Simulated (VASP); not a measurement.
Input of a VASP 6.6.1 run:

INCAR

```
  PREC = Accurate
  ENCUT = 520
  EDIFF = 1E-8
  ISMEAR = -1
  SIGMA = 0.03
  LREAL = F
  LASPH = T
  NELM = 100
  ALGO = Normal
  ISIF = 2
  LWAVE = F
  LCHARG = F
  GGA = PS
  LEFG = T
  NBANDS = 15
```

KPOINTS

```
Automatic mesh
0
Gamma
  7 7 4
```

The input POSCAR:

```
MgI2
1.0
    4.1812088709      0.0000000000      0.0000000000
   -2.0906044354      3.6210331007      0.0000000000
    0.0000000000      0.0000000000      6.9074450330
Mg I
1 2
Direct
    0.0000000000      0.0000000000      0.0000000000
    0.3333333333      0.6666666667      0.7576300000
    0.6666666667      0.3333333333      0.2423700000
```

Potentials or basis: VASP PAW PBE potentials, release 64 (Mg, I).

The run is started by

```sh
$ cat potpaw_PBE.64/Mg/POTCAR potpaw_PBE.64/I/POTCAR > POTCAR
$ mpirun -np 1 vasp_std > vasp.out
```

Predict the largest force.

0.131 eV/Å.

What does it give for the band gap on the k mesh?

3.45 eV (least direct gap 3.49 eV).

Estimate the pressure.

-0.8 GPa.

Electric field gradients, principal values (V/Å²):
```
atom   least  middle  greatest (by size)
1 Mg  -0.141  -0.141               0.282
 2 I  24.437  24.437             -48.874
 3 I  24.437  24.437             -48.874
```

Caveat: without QUAD_EFG the Cq values of the log hold for a quadrupole moment of 1 mb, not for the nuclei; the PAW data sets were made with another functional, which shifts forces and pressure a little; spin-orbit coupling is left out, which moves the levels of the heavy elements; an odd mesh through Γ misses points on the zone boundary, where band edges can lie; this functional lacks dispersion, which binds the layers, so the pressure and a relaxed spacing across them are unreliable.
